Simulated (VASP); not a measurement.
A run of VASP 6.6.1 is set up as follows.

File INCAR:

```
PREC     = Accurate       # precision mode
ENCUT    = 600            # plane-wave cutoff, eV
EDIFF    = 1E-6           # SCF threshold, eV
ISMEAR   = 1              # smearing method
SIGMA    = 0.2            # smearing width, eV
LREAL    = False          # projectors in reciprocal space
LASPH    = True           # aspherical terms in the spheres
NELM     = 80             # most SCF steps
ALGO     = Normal         # electronic algorithm
ISIF     = 3              # what is computed and relaxed
LWAVE    = False          # write WAVECAR
LCHARG   = False          # write CHGCAR
GGA      = CA             # functional
IBRION   = 2              # ionic algorithm
NSW      = 80             # ionic steps
EDIFFG   = -0.005         # ionic threshold
```

KPOINTS

```
regular mesh
0
Gamma
  10 10 10
```

POSCAR

```
Cd
1.0
    3.1369374600      0.0000000000      0.0000000000
    1.5684687300      2.7166675304      0.0000000000
    1.5684687300      0.9055558435      2.5612987107
Cd
1
Direct
    0.0000000000      0.0000000000      0.0000000000
```

Potentials or basis: VASP PAW LDA potentials, release 64 (Cd).

Command:

```console
$ cat potpaw_LDA.64/Cd/POTCAR > POTCAR
$ mpirun -np 1 vasp_std > vasp.out
```

Task: What does it give for the relaxed cell?

Result: a = 3.052 Å, b = 3.052 Å, c = 3.052 Å, α = 60.00°, β = 60.00°, γ = 60.00°.

Task: What does it give for the band gap on the k mesh?

Result: Zero (band 6 reaches 4.33 eV, above the bottom of band 7 at 2.00 eV).

Task: What does it give for the relaxed volume?

Result: 20.10 Å³/atom.

Task: Predict the space group after relaxing (to 0.05 Å).

Result: Fm-3m (No. 225).

The path:
```csv
step,energy change (eV),largest force (eV/Å),pressure (GPa),volume (Å³)
1,0.0000,0.0000,-4.38,21.83
2,-0.0257,0.0000,0.35,20.00
3,-0.0258,0.0000,-0.01,20.10
```
